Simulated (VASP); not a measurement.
Wanted: the native input for a VASP 6.6.1 run.

* Task: single point
* Functional: PBE
* Potentials or basis: VASP PAW PBE potentials, release 64 (Cs_sv)
* Cutoff: 520 eV
* k mesh: 6 × 6 × 6
* Occupations: fermi-dirac, width 0.05 eV
* Spin: no spin polarisation
* Dipole correction: no
* Further INCAR settings: ALGO = Fast; EDIFF = 1e-06; NBANDS = 10

The structure of Cs lies in POSCAR:

```
Cs
1.0
   -3.1696337965      3.1696337965      3.1696337965
    3.1696337965     -3.1696337965      3.1696337965
    3.1696337965      3.1696337965     -3.1696337965
Cs
1
Direct
    0.0000000000      0.0000000000      0.0000000000
```

These files were run (other wordings do the same):

INCAR

```
SYSTEM = Cs
PREC = Accurate
ENCUT = 520
EDIFF = 1E-6
ISMEAR = -1
SIGMA = 0.05
LREAL = .FALSE.
LASPH = .TRUE.
NELM = 60
ALGO = Fast
ISIF = 2
LWAVE = .FALSE.
LCHARG = .FALSE.
GGA = PE
NBANDS = 10
```

KPOINTS

```
regular mesh
0
G
  6 6 6
  0 0 0
```

Potentials or basis: VASP PAW PBE potentials, release 64 (Cs_sv).

Launch:

```bash
$ cat potpaw_PBE.64/Cs_sv/POTCAR > POTCAR
$ mpirun -np 1 vasp_std > vasp.out
```

Results of the run:

```json
{
 "Pressure": "-0.1 GPa",
 "Band gap on the k mesh": "zero (an odd number of electrons rules out a gap without spin polarisation)"
}
```

Caveat: spin-orbit coupling is left out, which moves the levels of the heavy elements.

It took 10 s on 1 thread of AMD EPYC 9R45 96-Core Processor (Zen 5) (shared host), peak memory 0.21 GiB.
